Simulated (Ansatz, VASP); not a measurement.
**One calculation of AlGa2N3, two programs**

Contents of INCAR:

```
SYSTEM = AlGa2N3
PREC = Accurate
ENCUT = 600
EDIFF = 1E-7
ISMEAR = 0
SIGMA = 0.02
LREAL = .False.
LASPH = .True.
NELM = 100
ALGO = Normal
ISIF = 3
LWAVE = .False.
LCHARG = .False.
GGA = PE
IBRION = 2
NSW = 100
EDIFFG = -0.01
```

KPOINTS

```
regular mesh
0
Gamma
  12 12 4
  0 0 0
```

POSCAR

```
AlGa2N3
1.0
    2.9717150380      0.0000000000      0.0000000000
   -1.4858575190      2.5735807157      0.0000000000
    0.0000000000      0.0000000000      7.2846908997
Al Ga N
1 2 3
Direct
    0.0000000000      0.0000000000      0.5000000000
    0.3333333333      0.6666666667      0.1699740162
    0.6666666667      0.3333333333      0.8300259838
    0.3333333333      0.6666666667      0.6574510475
    0.6666666667      0.3333333333      0.3425489525
    0.0000000000      0.0000000000      0.0000000000
```

Input for Ansatz:

```yaml
crystal:
  lattice:
    - [2.971715038, 0.0, 0.0]
    - [-1.485857519, 2.5735807157, 0.0]
    - [0.0, 0.0, 7.2846908997]
  atoms:
    - { symbol: Al, position: [0.0, 0.0, 0.5] }
    - { symbol: Ga, position: [0.3333333333, 0.6666666667, 0.1699740162] }
    - { symbol: Ga, position: [0.6666666667, 0.3333333333, 0.8300259838] }
    - { symbol: "N", position: [0.3333333333, 0.6666666667, 0.6574510475] }
    - { symbol: "N", position: [0.6666666667, 0.3333333333, 0.3425489525] }
    - { symbol: "N", position: [0.0, 0.0, 0.0] }
basis:
  ecutwfc: 420
kpoints:
  mp_grid: { grid: [12, 12, 4] }
hamiltonian:
  xc: pbe
scf:
  occupations: { method: gaussian, width: 0.02 }
output:
  forces: true
  stress: true
  eigenvalues: true
  write_density: true
  write_potential: true
  elf: true
  volumetric_format: npy
relax:
  adjacent_minimum: "off"
  f_tol: 0.01
  max_steps: 80
  cell: { stress_tol: 0.05 }
```

Alike in both runs: task relaxation of cell and atoms; functional PBE; k mesh 12 × 12 × 4; occupations gaussian, width 0.02 eV; no spin polarisation.

|  | VASP | Ansatz |
| --- | --- | --- |
| version | VASP 6.6.1 | Ansatz 0.2.0 |
| potentials or method | VASP PAW PBE potentials, release 64 (Al, Ga_d, N), cutoff 600 eV | scalar-relativistic, plane waves, PAW |
| valence electrons in the cell | 44 | 44 |

|  | VASP | Ansatz | Ansatz less VASP |
| --- | --- | --- | --- |
| gap on the k mesh at the Fermi level, each at its own relaxed structure (eV) | 1.46 | 1.49 | +0.028 |
| relaxed volume (Å³/atom) | 9.30 | 9.29 | -0.014 |
| relaxed length of the cell vector where the two differ most in proportion (Å) | 7.290 | 7.286 | -0.0040 |
